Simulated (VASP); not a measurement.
# CuO (Cccm) in VASP: a series of runs

Runs on CuO. Level: PBE. Tasks: relaxation of shape and atoms at fixed volume.

All numbers are computed with VASP 6.6.1; they aren't measurements. Logs are shortened: lines on timing, memory, paths and dates and some standing lists are left out, and cuts for length are marked.

### Step 1. The cell of the first run

Symmetry: Cccm, No. 66, orthorhombic system. The conventional cell has a = 4.065 Å, b = 4.073 Å, c = 5.086 Å, α = 90.00°, β = 90.00°, γ = 90.00°. Within 2.5 Å of Cu (site symmetry 2/m) lie 4 O at 1.92 Å. O (site symmetry 222) has 4 Cu at 1.92 Å and 2 O at 2.54 Å within 2.6 Å.

### Step 2. Relaxation of shape and atoms at fixed volume, PBE (10.53 Å³/atom)

INCAR

```
  PREC = Accurate
  ENCUT = 600
  EDIFF = 1E-6
  ISMEAR = 0
  SIGMA = 0.1
  LREAL = F
  LASPH = T
  NELM = 80
  ALGO = Normal
  ISIF = 4
  LWAVE = F
  LCHARG = F
  GGA = PE
  IBRION = 2
  NSW = 50
  EDIFFG = -0.01
```

KPOINTS

```
Automatic mesh
0
Gamma
  14 14 8
```

POSCAR

```
CuO
1.0
    2.0323833771     -2.0365933468      0.0000000000
    2.0323833771      2.0365933468      0.0000000000
    0.0000000000      0.0000000000      5.0858320730
Cu O
2 2
Direct
    0.0000000000      0.5000000000      0.0000000000
    0.5000000000      0.0000000000      0.5000000000
    0.5000000000      0.5000000000      0.2500000000
    0.5000000000      0.5000000000      0.7500000000
```

Potentials or basis: VASP PAW PBE potentials, release 64 (Cu, O).

On the command line:

```sh
$ cat potpaw_PBE.64/Cu/POTCAR potpaw_PBE.64/O/POTCAR > POTCAR
$ mpirun -np 1 vasp_std > vasp.out
```

OUTCAR:

```text
PREC = Accurate
   ENCUT = 600
   EDIFF = 1E-6
   ISMEAR = 0
   LREAL = F
   LASPH = T
   NELM = 80
   ISIF = 4
   GGA = PE
   IBRION = 2
   NSW = 50
   EDIFFG = -0.01

 ion  position               nearest neighbor table
   1  0.000  0.500  0.000-   3 1.92   4 1.92   3 1.92   4 1.92
   2  0.500  0.000  0.500-   3 1.92   4 1.92   3 1.92   4 1.92
   3  0.500  0.500  0.250-   1 1.92   2 1.92   2 1.92   1 1.92
   4  0.500  0.500  0.750-   1 1.92   2 1.92   2 1.92   1 1.92

  LATTYP: Found a base centered orthorhombic cell.
 ALAT       =     4.0647667542
 B/A-ratio  =     1.0020714447
 C/A-ratio  =     1.2511989938

  Lattice vectors:

 A1 = (   2.0323833771,  -2.0365933468,   0.0000000000)
 A2 = (   2.0323833771,   2.0365933468,   0.0000000000)
 A3 = (   0.0000000000,   0.0000000000,   5.0858320730)

Analysis of symmetry for initial positions (statically):
=====================================================================
 Subroutine PRICEL returns:
 Original cell was already a primitive cell.

 Routine SETGRP: Setting up the symmetry group for a
 base centered orthorhombic supercell.

 Subroutine GETGRP returns: Found  8 space group operations
 (whereof  4 operations were pure point group operations)
 out of a pool of  8 trial point group operations.

The static configuration has the point symmetry C_2h.
 The point group associated with its full space group is D_2h.

Analysis of symmetry for dynamics (positions and initial velocities):
=====================================================================
 Subroutine PRICEL returns:
 Original cell was already a primitive cell.

 Routine SETGRP: Setting up the symmetry group for a
 base centered orthorhombic supercell.

 Subroutine GETGRP returns: Found  8 space group operations
 (whereof  4 operations were pure point group operations)
 out of a pool of  8 trial point group operations.

The dynamic configuration has the point symmetry C_2h.
 The point group associated with its full space group is D_2h.

 Subroutine INISYM returns: Found  8 space group operations
 (whereof  4 operations are pure point group operations),
 and found     1 'primitive' translations

----------------------------------------------------------------------------------------

                                     Primitive cell

  volume of cell :      42.1019

  direct lattice vectors                    reciprocal lattice vectors
     2.032383377 -2.036593347  0.000000000     0.246016576 -0.245508020  0.000000000
     2.032383377  2.036593347  0.000000000     0.246016576  0.245508020  0.000000000
     0.000000000  0.000000000  5.085832073     0.000000000  0.000000000  0.196624660

  length of vectors
     2.877202574  2.877202574  5.085832073     0.347560561  0.347560561  0.196624660

  position of ions in fractional coordinates (direct lattice)
     0.000000000  0.500000000  0.000000000
     0.500000000  0.000000000  0.500000000
     0.500000000  0.500000000  0.250000000
     0.500000000  0.500000000  0.750000000

  ion indices of the primitive-cell ions
   primitive index   ion index
                 1           1
                 2           2
                 3           3
                 4           4

----------------------------------------------------------------------------------------

 KPOINTS: Automatic mesh

Automatic generation of k-mesh.
 Grid dimensions read from file:
 generate k-points for:   14   14    8

 Generating k-lattice:

  Cartesian coordinates                     Fractional coordinates (reciprocal lattice)
     0.017572613 -0.017536287  0.000000000     0.071428571 -0.000000000  0.000000000
     0.017572613  0.017536287  0.000000000    -0.000000000  0.071428571  0.000000000
     0.000000000  0.000000000  0.024578082     0.000000000  0.000000000  0.125000000

  Length of vectors
     0.024825754  0.024825754  0.024578082

  Shift w.r.t. Gamma in fractional coordinates (k-lattice)
     0.000000000  0.000000000  0.000000000

 Subroutine IBZKPT returns following result:
 ===========================================

 Found    285 irreducible k-points:

 Following reciprocal coordinates:
            Coordinates               Weight
  0.000000  0.000000  0.000000      1.000000
  0.071429  0.000000  0.000000      4.000000
  0.142857  0.000000  0.000000      4.000000
  0.214286  0.000000  0.000000      4.000000
  0.285714  0.000000  0.000000      4.000000
  0.357143  0.000000  0.000000      4.000000
[... 16 lines left out ...]
  0.214286  0.142857  0.000000      4.000000
  0.285714  0.142857  0.000000      4.000000
 [... further k-points ...]
   k-points           NKPTS =    285   k-points in BZ     NKDIM =    285   number of bands    NBANDS=     21
   number of dos      NEDOS =    301   number of ions     NIONS =      4
   total plane-waves  NPLWV =  24192
   dimension x,y,z NGX =    24 NGY =   24 NGZ =   42
   dimension x,y,z NGXF=    48 NGYF=   48 NGZF=   84
   ions per type =               2   2
   NGX,Y,Z   is equivalent  to a cutoff of  13.87, 13.87, 13.73 a.u.
   NGXF,Y,Z  is equivalent  to a cutoff of  27.73, 27.73, 27.46 a.u.
 SYSTEM =  unknown system
   PREC   = accura    normal or accurate (medium, high low for compatibility)
   ISTART =      0    job   : 0-new  1-cont  2-samecut
   ICHARG =      2    charge: 1-file 2-atom 10-const
   ISPIN  =      1    spin polarized calculation?
   LNONCOLLINEAR =      F non collinear calculations
   LSORBIT =      F    spin-orbit coupling
   LASPH  =      T    aspherical Exc in radial PAW
   ENCUT  =  600.0 eV  44.10 Ry    6.64 a.u.   5.75  5.75 10.16*2*pi/ulx,y,z
   NELM   =     80;   NELMIN=  2; NELMDL= -5     # of ELM steps
   EDIFF  = 0.1E-05   stopping-criterion for ELM
   LREAL  =      F    real-space projection
   EDIFFG = -.1E-01   stopping-criterion for IOM
   NSW    =     50    number of steps for IOM
   IBRION =      2    ionic relax: 0-MD 1-quasi-New 2-CG
   NFREE  =      1    steps in history (QN), initial steepest desc. (CG)
   ISIF   =      4    stress and relaxation
   ISYM   =      2    0-nonsym 1-usesym 2-fastsym
   POTIM  = 0.5000    time-step for ionic-motion
   TEBEG  =    0.0;   TEEND  =   0.0 temperature during run
   PSTRESS=    0.0 pullay stress
   NELECT =      34.0000    total number of electrons
   NUPDOWN=      -1.0000    fix difference up-down
   EMIN   =  10.00;   EMAX   =-10.00  energy-range for DOS
   EFERMI =   0.00;   METHOD = LEGACY
   ISMEAR =     0;   SIGMA  =   0.10  broadening in eV -4-tet -1-fermi 0-gaus
   EFERMI_NEDOS =   21; number of points for ismear=-14 and -15
   IALGO  =     38    algorithm
   IMIX   =      4    mixing-type and parameters
     AMIX     =   0.40;   BMIX     =  1.00
     AMIX_MAG =   1.60;   BMIX_MAG =  1.00
  volume/ion in A,a.u.               =      10.53        71.03
  Fermi-wavevector in a.u.,A,eV,Ry     =   1.524522  2.880930 31.622234  2.324169
  Thomas-Fermi vector in A             =   2.632818
   LORBIT       =      0    0 simple, 1 ext, 2 COOP (PROOUT), +10 PAW based schemes
   GGA     = PE    functional components
   LHFCALC =     F    Hartree Fock is set to
   AEXX    =    0.0000 exact exchange contribution
   IVDW    =     0    specifies the selected vdW correction
   LEPSILON=     F    determine dielectric tensor
   LRPA    =     F    only Hartree local field effects (RPA)
 conjugate gradient relaxation of ions
 non-spin polarized calculation
 Gauss-broadening in eV      SIGMA  =   0.10
  energy-cutoff  :      600.00
  volume of cell :       42.10
 maximum number of plane-waves:      1424
   NGX = 11   NGY = 11   NGZ = 21

--------------------------------------- Ionic step        1  -------------------------------------------

 number of electron      33.9999983 magnetization

 Free energy of the ion-electron system (eV)
  ---------------------------------------------------
  ext. energy  EPLUGINS =         0.00000000
  ---------------------------------------------------
  free energy    TOTEN  =       -19.64637384 eV

  energy without entropy =      -19.63360204  energy(sigma->0) =      -19.63998794

------------------------ aborting loop because EDIFF is reached ----------------------------------------

  FORCE on cell =-STRESS in cart. coord.  units (eV):
  Direction    XX          YY          ZZ          XY          YZ          ZX
  --------------------------------------------------------------------------------------
  -------------------------------------------------------------------------------------
  Total        2.6375447      2.6366453      3.3809240     -0.0000000      0.0000000      0.0000000
  in kB      100.3710453    100.3368168    128.6601425     -0.0000000      0.0000000      0.0000000
  external PRESSURE =     109.7893349 kB  Pullay stress =       0.0000000 kB
[... 61 lines left out ...]
  energy  without entropy=      -19.6369251563  energy(sigma->0) =      -19.64330998

--------------------------------------- Ionic step        3  -------------------------------------------

 number of electron      33.9999997 magnetization

 Free energy of the ion-electron system (eV)
  ---------------------------------------------------
  ext. energy  EPLUGINS =         0.00000000
  ---------------------------------------------------
  free energy    TOTEN  =       -19.65083566 eV

  energy without entropy =      -19.63809949  energy(sigma->0) =      -19.64446758

 E-fermi :   5.5438     XC(G=0): -11.6131

 val. band max:        5.5421901414   @ k =  -0.2143   0.0714   0.1250
 cond. band min:       5.5439880979   @ k =   0.4286   0.0714   0.1250
 fundamental gap:      0.0017979565
 Fermi energy:         5.5438064522

 k-point     1 :       0.0000    0.0000    0.0000
  band No.  band energies     occupation
      1     -14.6687      2.00000
      2     -13.3161      2.00000
      3      -3.0437      2.00000
      4      -0.1557      2.00000
      5      -0.1515      2.00000
      6       1.5336      2.00000
[... 550 lines left out ...]
      5      -0.3976      2.00000
      6      -0.0670      2.00000
[... 13 lines left out ...]
     20      11.0249      0.00000
     21      14.6818      0.00000

 [... further k-points ...]

------------------------ aborting loop because EDIFF is reached ----------------------------------------

  FORCE on cell =-STRESS in cart. coord.  units (eV):
  Direction    XX          YY          ZZ          XY          YZ          ZX
  --------------------------------------------------------------------------------------
  -------------------------------------------------------------------------------------
  Total        2.6398148      2.6396843      2.6458759     -0.0000000      0.0000000      0.0000000
  in kB      100.4574308    100.4524667    100.6880876     -0.0000000      0.0000000      0.0000000
  external PRESSURE =     100.5326617 kB  Pullay stress =       0.0000000 kB
[... 19 lines left out ...]
  FREE ENERGIE OF THE ION-ELECTRON SYSTEM (eV)
  ---------------------------------------------------
  free  energy   TOTEN  =       -19.6508356580 eV

  energy  without entropy=      -19.6380994945  energy(sigma->0) =      -19.64446758

 reached required accuracy - stopping structural energy minimisation
```

Wall time 4 min (1 thread of Intel Xeon Platinum 8488C (Sapphire Rapids), shared host); peak memory 0.38 GiB.

What came out:

```
Free energy               : -19.6508 eV
Energy gained by relaxing : 1.1 meV/atom
Ionic steps               : 3
Pressure after relaxing   : 10.1 GPa
Band gap on the k mesh    : zero (bands 17 and 18 overlap by 1.15 eV)
```

The path:
```tsv
step	energy change (eV)	largest force (eV/Å)	pressure (GPa)	volume (Å³)
1	0.0000	0.0000	10.98	42.10
2	-0.0033	0.0000	10.48	42.10
3	-0.0045	0.0000	10.05	42.10
```

Final structure:
```xyz
4
Lattice="2.0204 -2.0246 0.0000 2.0204 2.0246 0.0000 0.0000 0.0000 5.1464" Properties=species:S:1:pos:R:3 pbc="T T T"
Cu    1.0102    1.0123    0.0000
Cu    1.0102   -1.0123    2.5732
O     2.0204    0.0000    1.2866
O     2.0204    0.0000    3.8598
```

Levels at points of the mesh, in eV from the Fermi level:
```tsv
k point	band 14	band 15	band 16	band 17	band 18	band 19	band 20	band 21
(0.00, 0.00, 0.00)	-2.52	-2.44	-2.13	0.66	0.67	1.54	6.22	7.43
(0.50, 0.00, 0.00)	-2.04	-1.67	-1.59	0.21	0.44	3.47	6.10	6.73
(0.50, 0.50, 0.00)	-2.46	-1.65	-1.24	-1.24	1.19	2.06	7.13	10.11
(0.00, 0.00, 0.50)	-2.48	-1.63	-1.63	0.07	0.07	3.63	3.63	11.68
(0.50, 0.00, 0.50)	-2.52	-2.13	-1.92	-0.13	0.67	4.22	6.04	8.44
(0.50, 0.50, 0.50)	-2.10	-1.48	-1.48	-0.48	-0.48	3.95	3.95	11.04
```

Caveat: semilocal functionals often make such compounds metallic where correlation or magnetic order opens a gap, which also shifts bond lengths. With open d or f shells a metallic result of PBE can be an artefact of self-interaction; +U or a hybrid may open a gap.

### Step 3. Relaxation of shape and atoms at fixed volume, PBE (10.86 Å³/atom)

This run uses another cell than the first one, of 10.86 Å³/atom.

INCAR

```
SYSTEM = CuO
ALGO     = Normal         ! electronic algorithm
EDIFF    = 1E-7           ! SCF threshold, eV
EDIFFG   = -0.01          ! ionic threshold
ENCUT    = 600            ! plane-wave cutoff, eV
GGA      = PE             ! functional
IBRION   = 2              ! ionic algorithm
ISIF     = 4              ! what is computed and relaxed
ISMEAR   = 0              ! smearing method
LASPH    = .TRUE.         ! aspherical terms in the spheres
LCHARG   = .FALSE.        ! write CHGCAR
LREAL    = .FALSE.        ! projectors in reciprocal space
LWAVE    = .FALSE.        ! write WAVECAR
NELM     = 100            ! most SCF steps
NSW      = 50             ! ionic steps
PREC     = Accurate       ! precision mode
SIGMA    = 0.1            ! smearing width, eV
```

KPOINTS

```
k-points
0
G
  14 14 8
  0 0 0
```

POSCAR

```
CuO
1.0
    2.0611164360     -2.0668506643      0.0000000000
    2.0611164360      2.0668506643      0.0000000000
    0.0000000000      0.0000000000      5.0992256003
Cu O
2 2
Direct
    0.0000000000      0.5000000000      0.0000000000
    0.5000000000      0.0000000000      0.5000000000
    0.5000000000      0.5000000000      0.2500000000
    0.5000000000      0.5000000000      0.7500000000
```

Potentials or basis: VASP PAW PBE potentials, release 64 (Cu, O).

On the command line:

```sh
$ cat potpaw_PBE.64/Cu/POTCAR potpaw_PBE.64/O/POTCAR > POTCAR
$ mpirun -np 1 vasp_std > vasp.out
```

OUTCAR:

```text
SYSTEM = CuO
   EDIFF = 1E-7
   EDIFFG = -0.01
   ENCUT = 600
   GGA = PE
   IBRION = 2
   ISIF = 4
   ISMEAR = 0
   LASPH = .TRUE.
   LREAL = .FALSE.
   NELM = 100
   NSW = 50
   PREC = Accurate

 ion  position               nearest neighbor table
   1  0.000  0.500  0.000-   3 1.94   4 1.94   3 1.94   4 1.94
   2  0.500  0.000  0.500-   3 1.94   4 1.94   3 1.94   4 1.94
   3  0.500  0.500  0.250-   1 1.94   2 1.94   2 1.94   1 1.94
   4  0.500  0.500  0.750-   1 1.94   2 1.94   2 1.94   1 1.94

  LATTYP: Found a base centered orthorhombic cell.
 ALAT       =     4.1222328720
 B/A-ratio  =     1.0027820982
 C/A-ratio  =     1.2370057099

  Lattice vectors:

 A1 = (   2.0611164360,  -2.0668506643,   0.0000000000)
 A2 = (   2.0611164360,   2.0668506643,   0.0000000000)
 A3 = (   0.0000000000,   0.0000000000,   5.0992256003)
[... 264 lines left out ...]
  free energy    TOTEN  =       -19.71565241 eV

  energy without entropy =      -19.70274238  energy(sigma->0) =      -19.70919740

 E-fermi :   5.1479     XC(G=0): -11.4312

 val. band max:        5.1467834835   @ k =  -0.4286   0.0714   0.1250
 cond. band min:       5.1485466041   @ k =  -0.4286   0.2857   0.3750
 fundamental gap:      0.0017631206
 Fermi energy:         5.1479156873

 k-point     1 :       0.0000    0.0000    0.0000
  band No.  band energies     occupation
      1     -14.8134      2.00000
      2     -13.4902      2.00000
      3      -3.1440      2.00000
      4      -0.3888      2.00000
      5      -0.3834      2.00000
      6       1.3043      2.00000
[... 565 lines left out ...]
     20      10.6388      0.00000
     21      14.1311      0.00000

 [... further k-points ...]

------------------------ aborting loop because EDIFF is reached ----------------------------------------

  FORCE on cell =-STRESS in cart. coord.  units (eV):
  Direction    XX          YY          ZZ          XY          YZ          ZX
  --------------------------------------------------------------------------------------
  -------------------------------------------------------------------------------------
  Total        1.3261670      1.3205503      1.3680280      0.0000000      0.0000000      0.0000000
  in kB       48.9060912     48.6989602     50.4498330      0.0000000      0.0000000      0.0000000
  external PRESSURE =      49.3516282 kB  Pullay stress =       0.0000000 kB
[... 19 lines left out ...]
  FREE ENERGIE OF THE ION-ELECTRON SYSTEM (eV)
  ---------------------------------------------------
  free  energy   TOTEN  =       -19.7156524133 eV

  energy  without entropy=      -19.7027423797  energy(sigma->0) =      -19.70919740

 reached required accuracy - stopping structural energy minimisation
```

OSZICAR:

```text
N       E                     dE             d eps       ncg     rms          rms(c)
DAV:   1     0.328366223755E+03    0.32837E+03   -0.18416E+04 12154   0.280E+03
DAV:   2     0.245282050351E+02   -0.30384E+03   -0.28769E+03 12245   0.462E+02
DAV:   3    -0.239468480749E+02   -0.48475E+02   -0.46116E+02 16651   0.205E+02
DAV:   4    -0.259993135460E+02   -0.20525E+01   -0.20255E+01 16407   0.428E+01
[... 25 lines left out ...]
DAV:   4    -0.197156529962E+02   -0.21577E-05   -0.15539E-04 15070   0.131E-01    0.124E-02
DAV:   5    -0.197156531445E+02   -0.14829E-06   -0.73978E-06 19024   0.840E-02    0.870E-03
DAV:   6    -0.197156525935E+02    0.55102E-06   -0.16161E-06 17600   0.429E-02    0.469E-03
DAV:   7    -0.197156524179E+02    0.17562E-06   -0.72440E-07 17282   0.104E-02    0.605E-04
DAV:   8    -0.197156524133E+02    0.46343E-08   -0.37259E-08  7766   0.311E-03
   3 F= -.19715652E+02 E0= -.19709197E+02  d E =-.326702E-02
```

CONTCAR:

```text
CuO
   1.00000000000000
     2.0514295992581388   -2.0568693045576114    0.0000000000000000
     2.0514295992581388    2.0568693045576114    0.0000000000000000
     0.0000000000000000    0.0000000000000000    5.1481659423301407
  Cu              O
     2     2
Direct
     0.0000000000000000    0.5000000000000000    0.0000000000000000
     0.5000000000000000    0.0000000000000000    0.5000000000000000
     0.5000000000000000    0.5000000000000000    0.2500000000000000
     0.5000000000000000    0.5000000000000000    0.7500000000000000

  0.00000000E+00  0.00000000E+00  0.00000000E+00
  0.00000000E+00  0.00000000E+00  0.00000000E+00
  0.00000000E+00  0.00000000E+00  0.00000000E+00
  0.00000000E+00  0.00000000E+00  0.00000000E+00
```

Wall time 5.7 min (1 thread of Intel Xeon 6975P-C (Granite Rapids), shared host); peak memory 0.38 GiB.

What came out:

```
Free energy               : -19.7157 eV
Energy gained by relaxing : 0.8 meV/atom
Ionic steps               : 3
Pressure after relaxing   : 4.9 GPa
Band gap on the k mesh    : zero (bands 17 and 18 overlap by 1.16 eV)
```

The path:
```tsv
step	energy change (eV)	largest force (eV/Å)	pressure (GPa)	volume (Å³)
1	0.0000	0.0000	5.61	43.45
2	-0.0025	0.0000	5.24	43.45
3	-0.0033	0.0000	4.94	43.45
```

Final structure:
```cif
data_structure
_symmetry_space_group_name_H-M 'P 1'
_symmetry_Int_Tables_number 1
_cell_length_a 2.9050
_cell_length_b 2.9050
_cell_length_c 5.1482
_cell_angle_alpha 90.000
_cell_angle_beta 90.000
_cell_angle_gamma 90.152
_cell_volume 43.45
loop_
_atom_site_label
_atom_site_type_symbol
_atom_site_fract_x
_atom_site_fract_y
_atom_site_fract_z
_atom_site_occupancy
Cu1 Cu 0.00000 0.50000 0.00000 1
Cu2 Cu 0.50000 0.00000 0.50000 1
O1 O 0.50000 0.50000 0.25000 1
O2 O 0.50000 0.50000 0.75000 1
```

Caveat: semilocal functionals often make such compounds metallic where correlation or magnetic order opens a gap, which also shifts bond lengths.
